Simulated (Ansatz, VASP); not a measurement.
# Two plane-wave programs on BeS

INCAR

```
SYSTEM = BeS
ALGO = Normal
EDIFF = 1E-6
ENCUT = 520
GGA = PS
ISIF = 2
ISMEAR = 0
LASPH = .TRUE.
LCHARG = .FALSE.
LREAL = .FALSE.
LWAVE = .FALSE.
NBANDS = 11
NELM = 80
PREC = Accurate
SIGMA = 0.05
```

File KPOINTS:

```
k-points
0
G
  8 8 8
  0 0 0
```

The input POSCAR:

```
BeS
1.0
    0.0000000000      2.4189899955      2.4189899955
    2.4189899955      0.0000000000      2.4189899955
    2.4189899955      2.4189899955      0.0000000000
Be S
1 1
Direct
    0.0000000000      0.0000000000      0.0000000000
    0.7500000000      0.7500000000      0.7500000000
```

Input for Ansatz:

```yaml
crystal:
  lattice:
    - [0.0, 2.4189899955, 2.4189899955]
    - [2.4189899955, 0.0, 2.4189899955]
    - [2.4189899955, 2.4189899955, 0.0]
  atoms:
    - { symbol: Be, position: [0.0, 0.0, 0.0] }
    - { symbol: S, position: [0.75, 0.75, 0.75] }
basis:
  ecutwfc: 520.0
kpoints:
  mp_grid: { grid: [8, 8, 8] }
hamiltonian:
  xc: pbesol
scf:
  occupations: { method: gaussian, width: 0.05 }
output:
  forces: true
  stress: true
  eigenvalues: true
```

Alike in both runs: task single point; functional PBEsol; k mesh 8 × 8 × 8; occupations gaussian, width 0.05 eV; no spin polarisation.

```csv
,VASP,Ansatz
version,VASP 6.6.1,Ansatz 0.2.0
potentials or method,"VASP PAW PBE potentials, release 64 (Be, S), cutoff 520 eV","scalar-relativistic, plane waves, PAW"
valence electrons in the cell,8,8
```

```tsv
	VASP	Ansatz	Ansatz less VASP
gap on the k mesh at the Fermi level (eV)	2.91	2.91	-0.003
least direct gap on the mesh (eV)	5.61	5.58	-0.028
pressure (GPa)	0.2	0.0	-0.16
```

VASP's potentials were made for PBE, not for PBEsol.
